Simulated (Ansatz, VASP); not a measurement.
# Nb: VASP beside Ansatz

```
Nb
1.0
    -1.67233    1.67233    1.64731
     1.67233   -1.67233    1.64731
     1.67233    1.67233   -1.64731
Nb
1
Direct
  0.00000 0.00000 0.00000
```

Change from the starting cell: z stretched by -1 % at fixed volume, PAW files.

Alike in both runs: task electric field gradients; functional PBE; k mesh 14 × 14 × 14; occupations fermi-dirac, width 0.05 eV; no spin polarisation.

```csv
,VASP,Ansatz
version,VASP 6.6.1,Ansatz 0.2.0
potentials or method,"VASP PAW PBE potentials, release 64 (Nb_sv)","PAW with Ansatz's default frozen-core files, scalar-relativistic"
plane-wave cutoff (eV),400,420
valence electrons in the cell,13,13
```

```csv
,VASP,Ansatz,Ansatz less VASP
size of Vzz on the site where it differs most (V/Å²),0.8,0.8,-0.04
```
